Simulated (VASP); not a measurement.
# CdSe (F-43m) in VASP: single point with PBE

Aim: the single point of CdSe with PBE.

Program: VASP 6.6.1. These are calculated values, not measurements. Logs are shortened: lines on timing, memory, paths and dates and some standing lists are left out, and cuts for length are marked.

### Step 1. The cell of the first run

It takes space group F-43m (No. 216, cubic). Conventional cell: a = 6.141 Å, b = 6.141 Å, c = 6.141 Å, α = 90.00°, β = 90.00°, γ = 90.00°. Cd (site symmetry -43m) has 4 Se at 2.66 Å within 3.5 Å. Se (site symmetry -43m) has 4 Cd at 2.66 Å within 3.5 Å.

### Step 2. Single point, PBE

INCAR reads:

```
SYSTEM = CdSe
  PREC = Accurate
  ENCUT = 520
  EDIFF = 1E-6
  ISMEAR = 0
  SIGMA = 0.05
  LREAL = .FALSE.
  LASPH = .TRUE.
  NELM = 60
  ALGO = Normal
  ISIF = 2
  LWAVE = .FALSE.
  LCHARG = .FALSE.
  GGA = PE
  NBANDS = 16
```

KPOINTS reads:

```
Automatic mesh
0
G
  10 10 10
  0 0 0
```

POSCAR reads:

```
CdSe
1.0
    0.0000000000      3.0702711986      3.0702711986
    3.0702711986      0.0000000000      3.0702711986
    3.0702711986      3.0702711986      0.0000000000
Cd Se
1 1
Direct
    0.0000000000      0.0000000000      0.0000000000
    0.7500000000      0.7500000000      0.7500000000
```

Potentials or basis: VASP PAW PBE potentials, release 64 (Cd, Se).

Run with:

```bash
$ cat potpaw_PBE.64/Cd/POTCAR potpaw_PBE.64/Se/POTCAR > POTCAR
$ mpirun -np 1 vasp_std > vasp.out
```

OUTCAR:

```text
SYSTEM = CdSe
   PREC = Accurate
   ENCUT = 520
   EDIFF = 1E-6
   ISMEAR = 0
   LREAL = .FALSE.
   LASPH = .TRUE.
   NELM = 60
   ISIF = 2
   GGA = PE

 ion  position               nearest neighbor table
   1  0.000  0.000  0.000-   2 2.66   2 2.66   2 2.66   2 2.66
   2  0.750  0.750  0.750-   1 2.66   1 2.66   1 2.66   1 2.66

  LATTYP: Found a face centered cubic cell.
 ALAT       =     6.1405423972

  Lattice vectors:

 A1 = (   0.0000000000,   3.0702711986,   3.0702711986)
 A2 = (   3.0702711986,   0.0000000000,   3.0702711986)
 A3 = (   3.0702711986,   3.0702711986,   0.0000000000)

Analysis of symmetry for initial positions (statically):
=====================================================================
 Subroutine PRICEL returns:
 Original cell was already a primitive cell.

 Routine SETGRP: Setting up the symmetry group for a
 face centered cubic supercell.

 Subroutine GETGRP returns: Found 24 space group operations
 (whereof 24 operations were pure point group operations)
 out of a pool of 48 trial point group operations.

The static configuration has the point symmetry T_d .

Analysis of symmetry for dynamics (positions and initial velocities):
=====================================================================
 Subroutine PRICEL returns:
 Original cell was already a primitive cell.

 Routine SETGRP: Setting up the symmetry group for a
 face centered cubic supercell.

 Subroutine GETGRP returns: Found 24 space group operations
 (whereof 24 operations were pure point group operations)
 out of a pool of 48 trial point group operations.

The dynamic configuration has the point symmetry T_d .

 Subroutine INISYM returns: Found 24 space group operations
 (whereof 24 operations are pure point group operations),
 and found     1 'primitive' translations

----------------------------------------------------------------------------------------

                                     Primitive cell

  volume of cell :      57.8842

  direct lattice vectors                    reciprocal lattice vectors
     0.000000000  3.070271199  3.070271199    -0.162852063  0.162852063  0.162852063
     3.070271199  0.000000000  3.070271199     0.162852063 -0.162852063  0.162852063
     3.070271199  3.070271199  0.000000000     0.162852063  0.162852063 -0.162852063

  length of vectors
     4.342019169  4.342019169  4.342019169     0.282068048  0.282068048  0.282068048

  position of ions in fractional coordinates (direct lattice)
     0.000000000  0.000000000  0.000000000
     0.750000000  0.750000000  0.750000000

  ion indices of the primitive-cell ions
   primitive index   ion index
                 1           1
                 2           2

----------------------------------------------------------------------------------------

 KPOINTS: Automatic mesh

Automatic generation of k-mesh.
 Grid dimensions read from file:
 generate k-points for:   10   10   10

 Generating k-lattice:

  Cartesian coordinates                     Fractional coordinates (reciprocal lattice)
    -0.016285206  0.016285206  0.016285206     0.100000000  0.000000000  0.000000000
     0.016285206 -0.016285206  0.016285206     0.000000000  0.100000000  0.000000000
     0.016285206  0.016285206 -0.016285206     0.000000000  0.000000000  0.100000000

  Length of vectors
     0.028206805  0.028206805  0.028206805

  Shift w.r.t. Gamma in fractional coordinates (k-lattice)
     0.000000000  0.000000000  0.000000000

 Subroutine IBZKPT returns following result:
 ===========================================

 Found     47 irreducible k-points:

 Following reciprocal coordinates:
            Coordinates               Weight
  0.000000  0.000000  0.000000      1.000000
  0.100000  0.000000  0.000000      8.000000
  0.200000  0.000000  0.000000      8.000000
  0.300000  0.000000  0.000000      8.000000
  0.400000  0.000000  0.000000      8.000000
  0.500000  0.000000  0.000000      4.000000
[... 16 lines left out ...]
  0.300000  0.300000  0.000000      6.000000
  0.400000  0.300000  0.000000     24.000000
 [... further k-points ...]
   k-points           NKPTS =     47   k-points in BZ     NKDIM =     47   number of bands    NBANDS=     16
   number of dos      NEDOS =    301   number of ions     NIONS =      2
   total plane-waves  NPLWV =  32768
   dimension x,y,z NGX =    32 NGY =   32 NGZ =   32
   dimension x,y,z NGXF=    64 NGYF=   64 NGZF=   64
   ions per type =               1   1
   NGX,Y,Z   is equivalent  to a cutoff of  12.25, 12.25, 12.25 a.u.
   NGXF,Y,Z  is equivalent  to a cutoff of  24.50, 24.50, 24.50 a.u.
 SYSTEM =  CdSe
   PREC   = accura    normal or accurate (medium, high low for compatibility)
   ISTART =      0    job   : 0-new  1-cont  2-samecut
   ICHARG =      2    charge: 1-file 2-atom 10-const
   ISPIN  =      1    spin polarized calculation?
   LNONCOLLINEAR =      F non collinear calculations
   LSORBIT =      F    spin-orbit coupling
   LASPH  =      T    aspherical Exc in radial PAW
   ENCUT  =  520.0 eV  38.22 Ry    6.18 a.u.   8.07  8.07  8.07*2*pi/ulx,y,z
   NELM   =     60;   NELMIN=  2; NELMDL= -5     # of ELM steps
   EDIFF  = 0.1E-05   stopping-criterion for ELM
   LREAL  =      F    real-space projection
   EDIFFG = 0.1E-04   stopping-criterion for IOM
   NSW    =      0    number of steps for IOM
   IBRION =     -1    ionic relax: 0-MD 1-quasi-New 2-CG
   NFREE  =      0    steps in history (QN), initial steepest desc. (CG)
   ISIF   =      2    stress and relaxation
   ISYM   =      2    0-nonsym 1-usesym 2-fastsym
   POTIM  = 0.5000    time-step for ionic-motion
   TEBEG  =    0.0;   TEEND  =   0.0 temperature during run
   PSTRESS=    0.0 pullay stress
   NELECT =      18.0000    total number of electrons
   NUPDOWN=      -1.0000    fix difference up-down
   EMIN   =  10.00;   EMAX   =-10.00  energy-range for DOS
   EFERMI =   0.00;   METHOD = LEGACY
   ISMEAR =     0;   SIGMA  =   0.05  broadening in eV -4-tet -1-fermi 0-gaus
   EFERMI_NEDOS =   21; number of points for ismear=-14 and -15
   IALGO  =     38    algorithm
   IMIX   =      4    mixing-type and parameters
     AMIX     =   0.40;   BMIX     =  1.00
     AMIX_MAG =   1.60;   BMIX_MAG =  1.00
  volume/ion in A,a.u.               =      28.94       195.31
  Fermi-wavevector in a.u.,A,eV,Ry     =   1.109121  2.095935 16.737199  1.230149
  Thomas-Fermi vector in A             =   2.245657
   LORBIT       =      0    0 simple, 1 ext, 2 COOP (PROOUT), +10 PAW based schemes
   GGA     = PE    functional components
   LHFCALC =     F    Hartree Fock is set to
   AEXX    =    0.0000 exact exchange contribution
   IVDW    =     0    specifies the selected vdW correction
   LEPSILON=     F    determine dielectric tensor
   LRPA    =     F    only Hartree local field effects (RPA)
 non-spin polarized calculation
 Gauss-broadening in eV      SIGMA  =   0.05
  energy-cutoff  :      520.00
  volume of cell :       57.88
 maximum number of plane-waves:      1588
   NGX = 17   NGY = 17   NGZ = 17

 number of electron      18.0000008 magnetization

 Free energy of the ion-electron system (eV)
  ---------------------------------------------------
  ext. energy  EPLUGINS =         0.00000000
  ---------------------------------------------------
  free energy    TOTEN  =        -5.49107197 eV

  energy without entropy =       -5.49107197  energy(sigma->0) =       -5.49107197

 E-fermi :   0.9389     XC(G=0):  -8.7568

 val. band max:        0.7181419328   @ k =   0.0000   0.0000   0.0000
 cond. band min:       1.2679371518   @ k =   0.0000   0.0000   0.0000
 fundamental gap:      0.5497952190
 Fermi energy:         0.9389040007

 k-point     1 :       0.0000    0.0000    0.0000
  band No.  band energies     occupation
      1     -11.7192      2.00000
      2      -7.1232      2.00000
      3      -7.1232      2.00000
      4      -7.1232      2.00000
      5      -6.7787      2.00000
      6      -6.7787      2.00000
[... 8 lines left out ...]
     15      11.7531      0.00000
     16      11.7531      0.00000

 k-point     2 :       0.1000    0.0000    0.0000
  band No.  band energies     occupation
      1     -11.6865      2.00000
      2      -7.1128      2.00000
      3      -7.1128      2.00000
      4      -7.0939      2.00000
      5      -6.7793      2.00000
      6      -6.7793      2.00000
[... 8 lines left out ...]
     15      11.1642      0.00000
     16      11.1642      0.00000

 k-point     3 :       0.2000    0.0000    0.0000
  band No.  band energies     occupation
      1     -11.6003      2.00000
      2      -7.0871      2.00000
      3      -7.0871      2.00000
      4      -6.9982      2.00000
      5      -6.7788      2.00000
      6      -6.7788      2.00000
[... 8 lines left out ...]
     15      10.7331      0.00000
     16      11.0491      0.00000

 k-point     4 :       0.3000    0.0000    0.0000
  band No.  band energies     occupation
      1     -11.4926      2.00000
      2      -7.0596      2.00000
      3      -7.0596      2.00000
      4      -6.8269      2.00000
      5      -6.7728      2.00000
      6      -6.7728      2.00000
[... 8 lines left out ...]
     15      10.9832      0.00000
     16      10.9832      0.00000

 k-point     5 :       0.4000    0.0000    0.0000
  band No.  band energies     occupation
      1     -11.4049      2.00000
      2      -7.0419      2.00000
      3      -7.0419      2.00000
      4      -6.7624      2.00000
      5      -6.7624      2.00000
      6      -6.6155      2.00000
[... 8 lines left out ...]
     15      11.8874      0.00000
     16      11.8874      0.00000

 k-point     6 :       0.5000    0.0000    0.0000
  band No.  band energies     occupation
      1     -11.3714      2.00000
      2      -7.0363      2.00000
      3      -7.0363      2.00000
      4      -6.7570      2.00000
      5      -6.7570      2.00000
      6      -6.5049      2.00000
[... 8 lines left out ...]
     15      12.7698      0.00000
     16      12.7698      0.00000

 k-point     7 :       0.1000    0.1000    0.0000
  band No.  band energies     occupation
      1     -11.6757      2.00000
      2      -7.1030      2.00000
      3      -7.1030      2.00000
      4      -7.0970      2.00000
      5      -6.7857      2.00000
      6      -6.7736      2.00000
[... 8 lines left out ...]
     15      11.2124      0.00000
     16      11.8395      0.00000

 k-point     8 :       0.2000    0.1000    0.0000
  band No.  band energies     occupation
      1     -11.6074      2.00000
      2      -7.0860      2.00000
      3      -7.0766      2.00000
      4      -7.0262      2.00000
      5      -6.7899      2.00000
      6      -6.7688      2.00000
[... 8 lines left out ...]
     15      11.5573      0.00000
     16      11.8817      0.00000

 k-point     9 :       0.3000    0.1000    0.0000
  band No.  band energies     occupation
      1     -11.5070      2.00000
      2      -7.0615      2.00000
      3      -7.0471      2.00000
      4      -6.8880      2.00000
      5      -6.7789      2.00000
      6      -6.7625      2.00000
[... 8 lines left out ...]
     15      11.5585      0.00000
     16      11.6035      0.00000
[... 172 lines left out ...]
 k-point    19 :       0.5000    0.2000    0.0000
  band No.  band energies     occupation
      1     -11.3347      2.00000
      2      -7.0094      2.00000
      3      -6.9815      2.00000
      4      -6.8132      2.00000
      5      -6.7509      2.00000
      6      -6.4818      2.00000
[... 8 lines left out ...]
     15      12.9181      0.00000
     16      12.9598      0.00000

 k-point    20 :      -0.4000    0.2000    0.0000
  band No.  band energies     occupation
      1     -11.3278      2.00000
      2      -7.0091      2.00000
      3      -6.9888      2.00000
      4      -6.7889      2.00000
      5      -6.7660      2.00000
      6      -6.4445      2.00000
[... 8 lines left out ...]
     15      11.6316      0.00000
     16      12.7968      0.00000

 k-point    21 :      -0.3000    0.2000    0.0000
  band No.  band energies     occupation
      1     -11.3742      2.00000
      2      -7.0144      2.00000
      3      -7.0109      2.00000
      4      -6.7859      2.00000
      5      -6.7837      2.00000
      6      -6.5756      2.00000
[... 8 lines left out ...]
     15      11.8156      0.00000
     16      13.1446      0.00000

 k-point    22 :      -0.2000    0.2000    0.0000
  band No.  band energies     occupation
      1     -11.4564      2.00000
      2      -7.0438      2.00000
      3      -7.0301      2.00000
      4      -6.8291      2.00000
      5      -6.7917      2.00000
      6      -6.7210      2.00000
[... 8 lines left out ...]
     15      11.8949      0.00000
     16      13.0086      0.00000

 k-point    23 :       0.3000    0.3000    0.0000
  band No.  band energies     occupation
      1     -11.4194      2.00000
      2      -6.9736      2.00000
      3      -6.9736      2.00000
      4      -6.9372      2.00000
      5      -6.7435      2.00000
      6      -6.7347      2.00000
[... 8 lines left out ...]
     15      12.4727      0.00000
     16      14.4562      0.00000

 k-point    24 :       0.4000    0.3000    0.0000
  band No.  band energies     occupation
      1     -11.3511      2.00000
      2      -6.9668      2.00000
      3      -6.9438      2.00000
      4      -6.8976      2.00000
      5      -6.7379      2.00000
      6      -6.6202      2.00000
[... 8 lines left out ...]
     15      12.8607      0.00000
     16      14.2513      0.00000

 [... further k-points ...]
[... 5 lines left out ...]
  --------------------------------------------------------------------------------------
  -------------------------------------------------------------------------------------
  Total        0.5673706      0.5673706      0.5673706      0.0000000      0.0000000      0.0000000
  in kB       15.7042501     15.7042501     15.7042501      0.0000000      0.0000000      0.0000000
  external PRESSURE =      15.7042501 kB  Pullay stress =       0.0000000 kB

 VOLUME and BASIS-vectors are now :
 -----------------------------------------------------------------------------
  energy-cutoff  :      520.00
  volume of cell :       57.88
      direct lattice vectors                 reciprocal lattice vectors
     0.000000000  3.070271199  3.070271199    -0.162852063  0.162852063  0.162852063
     3.070271199  0.000000000  3.070271199     0.162852063 -0.162852063  0.162852063
     3.070271199  3.070271199  0.000000000     0.162852063  0.162852063 -0.162852063

 POSITION                                       TOTAL-FORCE (eV/Angst)
 -----------------------------------------------------------------------------------
      0.00000      0.00000      0.00000        -0.000000     -0.000000     -0.000000
      4.60541      4.60541      4.60541         0.000000      0.000000      0.000000
 -----------------------------------------------------------------------------------
    total drift:                                0.000001      0.000001      0.000000

  FREE ENERGIE OF THE ION-ELECTRON SYSTEM (eV)
  ---------------------------------------------------
  free  energy   TOTEN  =        -5.4910719740 eV

  energy  without entropy=       -5.4910719740  energy(sigma->0) =       -5.49107197
```

Run time: 32 s. Hardware: 1 thread of AMD EPYC 7R13 (Zen 3), shared host; peak memory 0.17 GiB.

What came out:

```yaml
Free_energy: -5.4911 eV
Pressure: 1.6 GPa
Band_gap_on_the_k_mesh: 0.55 eV, direct
```

Levels at points of the mesh, in eV from the valence-band top:
```tsv
k point	band 7	band 8	band 9	band 10	band 11	band 12
(0.00, 0.00, 0.00)	0.00	0.00	0.00	0.55	5.93	5.93
(0.50, 0.00, 0.00)	-4.22	-0.71	-0.71	2.36	6.44	6.44
(0.50, 0.50, 0.00)	-3.95	-1.76	-1.76	3.19	3.73	8.98
```
